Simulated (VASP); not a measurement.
# MnO (Imm2) in VASP: single point with LDA+U

Aim: the single point of MnO with LDA+U.

All numbers are computed with VASP 6.6.1; they aren't measurements. Logs are shortened: lines on timing, memory, paths and dates and some standing lists are left out, and cuts for length are marked.

### Step 1. The cell of the first run

The structure is orthorhombic, space group Imm2 (No. 44). Conventional cell: a = 3.144 Å, b = 4.446 Å, c = 3.144 Å, α = 90.00°, β = 90.00°, γ = 90.00°. Within 2.8 Å of Mn (site symmetry mm2) lie 6 O at 2.09 to 2.36 Å. O (site symmetry mm2) has 6 Mn at 2.09 to 2.36 Å within 2.8 Å.

### Step 2. Single point, LDA+U, collinear spin, ferromagnetic start

File INCAR:

```
PREC = Accurate
ENCUT = 520
EDIFF = 1E-6
ISMEAR = -1
SIGMA = 0.02
LREAL = False
LASPH = True
NELM = 150
ALGO = Normal
ISIF = 2
LWAVE = False
LCHARG = False
ISPIN = 2
MAGMOM = 4 0
LORBIT = 11
LMAXMIX = 4
LDAU = True
LDAUTYPE = 2
LDAUL = 2 -1
LDAUU = 4.5 0
LDAUJ = 0 0
LDAUPRINT = 1
ISYM = 0
NBANDS = 20
```

File KPOINTS:

```
Automatic mesh
0
Gamma
  9 9 9
  0.5 0.5 0.5
```

File POSCAR:

```
MnO
1.0
    0.0000000000      2.2230000000      2.2230000000
    2.2230000000      0.0000000000      2.2230000000
    2.2230000000      2.2230000000      0.0000000000
Mn O
1 1
Direct
    0.0000000000      0.0000000000      0.0000000000
    0.5000000000      0.5600000000      0.5000000000
```

Potentials or basis: VASP PAW LDA potentials, release 64 (Mn_pv, O).

Started as:

```sh
> cat potpaw_LDA.64/Mn_pv/POTCAR potpaw_LDA.64/O/POTCAR > POTCAR
> mpirun -np 1 vasp_std > vasp.out
```

OUTCAR:

```text
PREC = Accurate
   ENCUT = 520
   EDIFF = 1E-6
   ISMEAR = -1
   LREAL = False
   LASPH = True
   NELM = 150
   ISIF = 2
   ISPIN = 2
   LORBIT = 11
   ISYM = 0

 ion  position               nearest neighbor table
   1  0.000  0.000  0.000-   2 2.09   2 2.09   2 2.23   2 2.23   2 2.36   2 2.36
   2  0.500  0.560  0.500-   1 2.09   1 2.09   1 2.23   1 2.23   1 2.36   1 2.36

IMPORTANT INFORMATION: All symmetrisations will be switched off!
NOSYMM: (Re-)initialisation of all symmetry stuff for point group C_1.

----------------------------------------------------------------------------------------

                                     Primitive cell

  volume of cell :      21.9709

  direct lattice vectors                    reciprocal lattice vectors
     0.000000000  2.223000000  2.223000000    -0.224921278  0.224921278  0.224921278
     2.223000000  0.000000000  2.223000000     0.224921278 -0.224921278  0.224921278
     2.223000000  2.223000000  0.000000000     0.224921278  0.224921278 -0.224921278

  length of vectors
     3.143796749  3.143796749  3.143796749     0.389575080  0.389575080  0.389575080

  position of ions in fractional coordinates (direct lattice)
     0.000000000  0.000000000  0.000000000
     0.500000000  0.560000000  0.500000000

  ion indices of the primitive-cell ions
   primitive index   ion index
                 1           1
                 2           2

----------------------------------------------------------------------------------------

 KPOINTS: Automatic mesh

Automatic generation of k-mesh.
 Grid dimensions read from file:
 generate k-points for:    9    9    9

 Generating k-lattice:

  Cartesian coordinates                     Fractional coordinates (reciprocal lattice)
    -0.024991253  0.024991253  0.024991253     0.111111111  0.000000000  0.000000000
     0.024991253 -0.024991253  0.024991253     0.000000000  0.111111111  0.000000000
     0.024991253  0.024991253 -0.024991253     0.000000000  0.000000000  0.111111111

  Length of vectors
     0.043286120  0.043286120  0.043286120

  Shift w.r.t. Gamma in fractional coordinates (k-lattice)
     0.500000000  0.500000000  0.500000000

 Subroutine IBZKPT returns following result:
 ===========================================

 Found   1460 irreducible k-points:

 Following reciprocal coordinates:
            Coordinates               Weight
  0.055556  0.055556  0.055556      2.000000
  0.055556  0.000000  0.000000      2.000000
  0.000000  0.000000 -0.055556      2.000000
  0.000000  0.055556  0.000000      2.000000
  0.166667  0.055556  0.055556      2.000000
  0.055556  0.166667  0.055556      2.000000
[... 16 lines left out ...]
  0.000000  0.222222 -0.055556      2.000000
  0.222222  0.000000 -0.055556      2.000000
 [... further k-points ...]
   k-points           NKPTS =   1460   k-points in BZ     NKDIM =   1460   number of bands    NBANDS=     20
   number of dos      NEDOS =    301   number of ions     NIONS =      2
   total plane-waves  NPLWV =  13824
   dimension x,y,z NGX =    24 NGY =   24 NGZ =   24
   dimension x,y,z NGXF=    48 NGYF=   48 NGZF=   48
   ions per type =               1   1
   NGX,Y,Z   is equivalent  to a cutoff of  12.69, 12.69, 12.69 a.u.
   NGXF,Y,Z  is equivalent  to a cutoff of  25.38, 25.38, 25.38 a.u.
 SYSTEM =  unknown system
   PREC   = accura    normal or accurate (medium, high low for compatibility)
   ISTART =      0    job   : 0-new  1-cont  2-samecut
   ICHARG =      2    charge: 1-file 2-atom 10-const
   ISPIN  =      2    spin polarized calculation?
   LNONCOLLINEAR =      F non collinear calculations
   LSORBIT =      F    spin-orbit coupling
   LASPH  =      T    aspherical Exc in radial PAW
   ENCUT  =  520.0 eV  38.22 Ry    6.18 a.u.   5.85  5.85  5.85*2*pi/ulx,y,z
   NELM   =    150;   NELMIN=  2; NELMDL= -5     # of ELM steps
   EDIFF  = 0.1E-05   stopping-criterion for ELM
   LREAL  =      F    real-space projection
   EDIFFG = 0.1E-04   stopping-criterion for IOM
   NSW    =      0    number of steps for IOM
   IBRION =     -1    ionic relax: 0-MD 1-quasi-New 2-CG
   NFREE  =      0    steps in history (QN), initial steepest desc. (CG)
   ISIF   =      2    stress and relaxation
   ISYM   =      0    0-nonsym 1-usesym 2-fastsym
   POTIM  = 0.5000    time-step for ionic-motion
   TEBEG  =    0.0;   TEEND  =   0.0 temperature during run
   PSTRESS=    0.0 pullay stress
   NELECT =      19.0000    total number of electrons
   NUPDOWN=      -1.0000    fix difference up-down
   EMIN   =  10.00;   EMAX   =-10.00  energy-range for DOS
   EFERMI =   0.00;   METHOD = LEGACY
   ISMEAR =    -1;   SIGMA  =   0.02  broadening in eV -4-tet -1-fermi 0-gaus
   EFERMI_NEDOS =   21; number of points for ismear=-14 and -15
   IALGO  =     38    algorithm
   IMIX   =      4    mixing-type and parameters
     AMIX     =   0.40;   BMIX     =  1.00
     AMIX_MAG =   1.60;   BMIX_MAG =  1.00
  volume/ion in A,a.u.               =      10.99        74.13
  Fermi-wavevector in a.u.,A,eV,Ry     =   1.559708  2.947420 33.098734  2.432688
  Thomas-Fermi vector in A             =   2.663027
   LORBIT       =     11    0 simple, 1 ext, 2 COOP (PROOUT), +10 PAW based schemes
 LDA+U is selected, type is set to LDAUTYPE =  2
   angular momentum for each species LDAUL =     2   -1
   U (eV)           for each species LDAUU =   4.5  0.0
   J (eV)           for each species LDAUJ =   0.0  0.0
   GGA     = CA    functional components
   LHFCALC =     F    Hartree Fock is set to
   AEXX    =    0.0000 exact exchange contribution
   IVDW    =     0    specifies the selected vdW correction
   LEPSILON=     F    determine dielectric tensor
   LRPA    =     F    only Hartree local field effects (RPA)
 spin polarized calculation
  energy-cutoff  :      520.00
  volume of cell :       21.97
 maximum number of plane-waves:       603
   NGX = 11   NGY = 11   NGZ = 11

atom =   1  type =  1  l = 2

 onsite density matrix

spin component  1

  0.9403 -0.0003 -0.0000  0.0000  0.0000
 -0.0003  0.9403 -0.0000 -0.0000  0.0000
 -0.0000 -0.0000  0.9754 -0.0005  0.0002
  0.0000 -0.0000 -0.0005  0.9415 -0.0008
  0.0000  0.0000  0.0002 -0.0008  0.9756

spin component  2

  0.0214 -0.0000  0.0000 -0.0000 -0.0000
 -0.0000  0.0214  0.0000  0.0000 -0.0000
  0.0000  0.0000  0.0789 -0.0014 -0.0022
 -0.0000  0.0000 -0.0014  0.0237 -0.0024
 -0.0000 -0.0000 -0.0022 -0.0024  0.0763

 occupancies and eigenvectors

  o =  0.0214  v =  0.0000  0.0000  0.0000  0.0000  0.0000 -0.7070 -0.7072  0.0000  0.0000 -0.0000      0.0000  0.0000  0.0000  0.0000  0.0000  0.0000  0.0000  0.0000  0.0000  0.0000
  o =  0.0215  v =  0.0000  0.0000  0.0000  0.0000  0.0000 -0.7072  0.7070  0.0000 -0.0000 -0.0000      0.0000  0.0000  0.0000  0.0000  0.0000  0.0000  0.0000  0.0000  0.0000  0.0000
  o =  0.0235  v =  0.0000  0.0000  0.0000  0.0000  0.0000 -0.0000  0.0000  0.0270  0.9985  0.0467      0.0000  0.0000  0.0000  0.0000  0.0000  0.0000  0.0000  0.0000  0.0000  0.0000
  o =  0.0752  v =  0.0000  0.0000  0.0000  0.0000  0.0000 -0.0000  0.0000 -0.4993  0.0539 -0.8648      0.0000  0.0000  0.0000  0.0000  0.0000  0.0000  0.0000  0.0000  0.0000  0.0000
  o =  0.0802  v =  0.0000  0.0000  0.0000  0.0000  0.0000  0.0000  0.0000  0.8660  0.0000 -0.5000      0.0000  0.0000  0.0000  0.0000  0.0000  0.0000  0.0000  0.0000  0.0000  0.0000
  o =  0.9401  v =  0.7071  0.7071  0.0000  0.0000 -0.0000  0.0000  0.0000  0.0000  0.0000  0.0000      0.0000  0.0000  0.0000  0.0000  0.0000  0.0000  0.0000  0.0000  0.0000  0.0000
  o =  0.9406  v =  0.7071 -0.7071  0.0000 -0.0000  0.0000  0.0000  0.0000  0.0000  0.0000  0.0000      0.0000  0.0000  0.0000  0.0000  0.0000  0.0000  0.0000  0.0000  0.0000  0.0000
  o =  0.9415  v = -0.0000  0.0000 -0.0140 -0.9996 -0.0242  0.0000  0.0000  0.0000  0.0000  0.0000      0.0000  0.0000  0.0000  0.0000  0.0000  0.0000  0.0000  0.0000  0.0000  0.0000
  o =  0.9753  v =  0.0000  0.0000 -0.8661  0.0000  0.4999  0.0000  0.0000  0.0000  0.0000  0.0000      0.0000  0.0000  0.0000  0.0000  0.0000  0.0000  0.0000  0.0000  0.0000  0.0000
  o =  0.9757  v = -0.0000  0.0000  0.4998 -0.0279  0.8657  0.0000  0.0000  0.0000  0.0000  0.0000      0.0000  0.0000  0.0000  0.0000  0.0000  0.0000  0.0000  0.0000  0.0000  0.0000

 number of electron      18.9999992 magnetization       5.0000999

 Free energy of the ion-electron system (eV)
  ---------------------------------------------------
  ext. energy  EPLUGINS =         0.00000000
  ---------------------------------------------------
  free energy    TOTEN  =       -16.32959678 eV

  energy without entropy =      -16.32959677  energy(sigma->0) =      -16.32959677

 E-fermi :   6.8773     XC(G=0): -12.3183

 val. band max:        6.6496339838   @ k =   0.5000   0.5000   0.5000
 cond. band min:       7.1099381919   @ k =   0.0000   0.0000  -0.0556
 fundamental gap:      0.4603042080
 Fermi energy:         6.8773112506

 spin component 1

 k-point     1 :       0.0556    0.0556    0.0556
  band No.  band energies     occupation
      1     -42.5615      1.00000
      2     -42.5569      1.00000
      3     -42.5402      1.00000
      4     -12.4962      1.00000
      5       1.8190      1.00000
      6       1.9557      1.00000
[... 12 lines left out ...]
     19      26.3752      0.00000
     20      27.1781      0.00000

 k-point     2 :       0.0556    0.0000    0.0000
  band No.  band energies     occupation
      1     -42.5602      1.00000
      2     -42.5571      1.00000
      3     -42.5413      1.00000
      4     -12.4962      1.00000
      5       1.7275      1.00000
      6       2.0090      1.00000
[... 12 lines left out ...]
     19      26.3757      0.00000
     20      27.2281      0.00000
[... 465 lines left out ...]
      3     -42.5456      1.00000
      4     -12.0459      1.00000
      5       0.2749      1.00000
      6       0.9436      1.00000
[... 12 lines left out ...]
     19      26.6574      0.00000
     20      30.7074      0.00000

 k-point    24 :       0.2222    0.0000   -0.0556
  band No.  band energies     occupation
      1     -42.5783      1.00000
      2     -42.5632      1.00000
      3     -42.5569      1.00000
      4     -12.0463      1.00000
      5       0.1869      1.00000
      6       1.1311      1.00000
[... 12 lines left out ...]
     19      26.5967      0.00000
     20      30.6238      0.00000

 [... further k-points ...]

 Fermi energy:         6.8773112506

 spin component 2

 k-point     1 :       0.0556    0.0556    0.0556
  band No.  band energies     occupation
      1     -38.0302      1.00000
      2     -38.0225      1.00000
      3     -38.0083      1.00000
      4     -12.0532      1.00000
      5       3.8208      1.00000
      6       3.9335      1.00000
[... 12 lines left out ...]
     19      28.5443      0.00000
     20      29.3859      0.00000

 k-point     2 :       0.0556    0.0000    0.0000
  band No.  band energies     occupation
      1     -38.0286      1.00000
      2     -38.0227      1.00000
      3     -38.0098      1.00000
      4     -12.0531      1.00000
      5       3.7499      1.00000
      6       3.9981      1.00000
[... 12 lines left out ...]
     19      28.5853      0.00000
     20      29.4072      0.00000
[... 465 lines left out ...]
      3     -38.0148      1.00000
      4     -11.6135      1.00000
      5       1.7752      1.00000
      6       3.3644      1.00000
[... 12 lines left out ...]
     19      29.4915      0.00000
     20      32.9682      0.00000

 k-point    24 :       0.2222    0.0000   -0.0556
  band No.  band energies     occupation
      1     -38.0545      1.00000
      2     -38.0320      1.00000
      3     -38.0256      1.00000
      4     -11.6111      1.00000
      5       1.7423      1.00000
      6       3.4423      1.00000
[... 12 lines left out ...]
     19      29.5215      0.00000
     20      32.8547      0.00000

 [... further k-points ...]
[... 5 lines left out ...]
  --------------------------------------------------------------------------------------
  -------------------------------------------------------------------------------------
  Total       -0.1271448     -0.7037487     -0.1271456     -0.0000043     -0.0000043     -0.1065924
  in kB       -9.2717282    -51.3191912     -9.2717895     -0.0003120     -0.0003144     -7.7729981
  external PRESSURE =     -23.2875696 kB  Pullay stress =       0.0000000 kB

 VOLUME and BASIS-vectors are now :
 -----------------------------------------------------------------------------
  energy-cutoff  :      520.00
  volume of cell :       21.97
      direct lattice vectors                 reciprocal lattice vectors
     0.000000000  2.223000000  2.223000000    -0.224921278  0.224921278  0.224921278
     2.223000000  0.000000000  2.223000000     0.224921278 -0.224921278  0.224921278
     2.223000000  2.223000000  0.000000000     0.224921278  0.224921278 -0.224921278

 POSITION                                       TOTAL-FORCE (eV/Angst)
 -----------------------------------------------------------------------------------
      0.00000      0.00000      0.00000         0.480342      0.000000      0.480341
      2.35638      2.22300      2.35638        -0.480342     -0.000000     -0.480341
 -----------------------------------------------------------------------------------
    total drift:                                0.000025      0.000000      0.000025

  FREE ENERGIE OF THE ION-ELECTRON SYSTEM (eV)
  ---------------------------------------------------
  free  energy   TOTEN  =       -16.3295967762 eV

  energy  without entropy=      -16.3295967658  energy(sigma->0) =      -16.32959677

 total charge

# of ion       s       p       d       tot
------------------------------------------
    1        0.221   6.198   4.974  11.392
    2        1.543   3.438   0.000   4.981
--------------------------------------------------
tot          1.764   9.636   4.974  16.373

 magnetization (x)

# of ion       s       p       d       tot
------------------------------------------
    1        0.027   0.025   4.543   4.595
    2        0.021   0.142   0.000   0.163
--------------------------------------------------
tot          0.049   0.167   4.543   4.759
```

Run time: 13 min. Hardware: 1 thread of Intel Xeon Platinum 8175M at 2.50GHz (Skylake/Cascade Lake), shared host; peak memory 0.91 GiB.

What came out:

```yaml
Free_energy: -16.3296 eV
Pressure: -2.3 GPa
Largest_force: 0.679 eV/Å
Band_gap_on_the_k_mesh: 0.46 eV (least direct gap 2.54 eV)
Net_moment: 5.00 μB per cell
Site_moments: Mn +4.59; O +0.16 μB
Valence_electrons_inside_the_program's_atomic_spheres: Mn 11.39; O 4.98
```

Forces on the atoms (eV/Å):
```
Mn   0.480  0.000  0.480
O   -0.480  0.000 -0.480
```

Levels at points of the mesh, in eV from the valence-band top:
Spin up:
| k point | band 10 | band 11 | band 12 | band 13 | band 14 | band 15 |
| --- | --- | --- | --- | --- | --- | --- |
| (0.50, 0.50, 0.50) | -2.62 | -0.16 | 0.00 | 4.18 | 8.24 | 12.39 |
| (0.50, 0.00, 0.00) | -2.66 | -0.32 | -0.17 | 4.25 | 8.25 | 12.43 |
| (0.00, 0.00, 0.50) | -2.66 | -0.32 | -0.17 | 4.25 | 8.25 | 12.43 |
| (0.00, 0.50, 0.00) | -2.62 | -0.16 | 0.00 | 4.18 | 8.24 | 12.39 |
Spin down:
```tsv
k point	band 3	band 4	band 5	band 6	band 7	band 8	band 9	band 10	band 11	band 12
(0.50, 0.50, 0.50)	-44.67	-17.71	-6.56	-3.81	-3.70	4.05	4.41	4.46	4.93	5.89
(0.50, 0.00, 0.00)	-44.68	-17.70	-6.57	-3.71	-3.64	4.05	4.12	4.43	4.73	5.73
(0.00, 0.00, 0.50)	-44.68	-17.70	-6.57	-3.71	-3.64	4.05	4.12	4.43	4.73	5.73
(0.00, 0.50, 0.00)	-44.67	-17.71	-6.56	-3.81	-3.70	4.05	4.41	4.46	4.93	5.89
```

Eigenvalues of the final occupation matrices:
| site | spin | trace | eigenvalues |
| --- | --- | --- | --- |
| site 1 d | 1 | 4.77 | 0.94 0.94 0.94 0.98 0.98 |
| site 1 d | 2 | 0.22 | 0.02 0.02 0.02 0.08 0.08 |

Caveat: semilocal functionals underestimate gaps, and a narrow one can read as zero; a shifted mesh leaves out Γ, where band edges can lie; a cell with one magnetic atom can't hold antiferromagnetic order, which such compounds often take. The state reached can hang on the start; a lower one may exist.
